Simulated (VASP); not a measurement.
# AlNi: single point with PBE

AlNi:

```
Ni Al
1.0
     2.91891    0.00000    0.00000
     0.00000    2.91891    0.00000
     0.00000    0.00000    2.91891
Ni Al
1 1
Direct
  0.50000 0.50000 0.50000
  0.00000 0.00000 0.00000
```

```json
{
 "Program": "VASP 6.6.1",
 "Task": "single point",
 "Functional": "PBE",
 "Potentials or basis": "VASP PAW PBE potentials, release 64 (Ni, Al)",
 "Cutoff": "520 eV",
 "k mesh": "9 × 9 × 9",
 "Occupations": "fermi-dirac, width 0.05 eV",
 "Spin": "collinear spin, ferromagnetic start",
 "Starting moments": "[1.0, 0.0] μB"
}
```

| Item | Value |
| --- | --- |
| Pressure | -4.0 GPa |
| Net moment | 0.00 μB per cell |
| Valence electrons inside the program's atomic spheres | Ni 9.40; Al 0.78 |

Levels at points of the mesh, in eV from the Fermi level:
Spin up:
```tsv
k point	band 2	band 3	band 4	band 5	band 6	band 7	band 8	band 9	band 10	band 11
(0.00, 0.00, 0.00)	-3.04	-3.04	-1.46	-1.46	-1.46	5.35	5.35	5.35	8.01	8.01
```
Spin down:
```tsv
k point	band 3	band 4	band 5	band 6	band 7	band 8	band 9	band 10
(0.00, 0.00, 0.00)	-3.04	-1.46	-1.46	-1.46	5.35	5.35	5.35	8.01
```

Run time: 37 s on 1 thread of Intel Xeon 8259CL, with other jobs on the host, peak memory 0.16 GiB.

Caveat: the cell stands under tension.
